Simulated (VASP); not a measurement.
## GaN: single point with r2SCAN

The system is GaN.

```
CELL_PARAMETERS angstrom
0.00000 2.13524 2.13524
2.13524 0.00000 2.13524
2.13524 2.13524 0.00000
ATOMIC_POSITIONS crystal
Ga 0.11708 0.11708 0.88292
N 0.50000 0.50000 0.50000
```

This cell differs from its parent crystal: all Ga atoms moved -0.500 Å, as atom 1 towards its neighbour atom 2 (N) at 2.135 Å.

```json
{"Program": "VASP 6.6.1", "Task": "single point", "Functional": "r2SCAN", "Potentials or basis": "VASP PAW PBE potentials, release 64 (Ga_d, N)", "Cutoff": "520 eV", "k mesh": "12 × 12 × 12", "Occupations": "gaussian, width 0.05 eV", "Spin": "no spin polarisation"}
```

* Pressure: 30.6 GPa
* Largest force: 8.039 eV/Å
* Band gap on the k mesh: 1.02 eV (least direct gap 2.40 eV)

Forces in eV/Å, atoms in the order of the input:
```
Ga   0.000  0.000 -8.039
N    0.000  0.000  8.039
```

Stress tensor (GPa, compression positive):
```
-12.29   0.00   0.00
  0.00 -12.29   0.00
  0.00   0.00 116.48
```

Levels at points of the mesh, in eV from the valence-band top:
```csv
k point,band 6,band 7,band 8,band 9,band 10,band 11,band 12,band 13
"(0.00, 0.00, 0.00)",-14.29,-0.70,-0.09,-0.09,2.31,12.93,12.93,15.26
"(0.50, 0.00, 0.00)",-13.36,-8.06,-0.85,-0.43,5.47,8.69,10.06,12.46
"(0.50, 0.50, 0.00)",-11.63,-7.36,-3.07,-3.07,1.53,8.53,13.26,15.56
"(0.00, 0.50, 0.50)",-11.74,-6.98,-2.96,-2.24,1.02,6.82,12.69,16.54
```

It took 3.3 min on 1 thread of AMD EPYC 7R43 64-Core Processor (Zen 3), with other jobs on the host, peak memory 0.15 GiB.

Caveat: the cell differs from its parent crystal (all Ga atoms moved -0.500 Å, as atom 1 towards its neighbour atom 2 (N) at 2.135 Å); the cell stands under pressure; the PAW data sets were made with another functional, which shifts forces and pressure a little. A k mesh can miss the band edges.
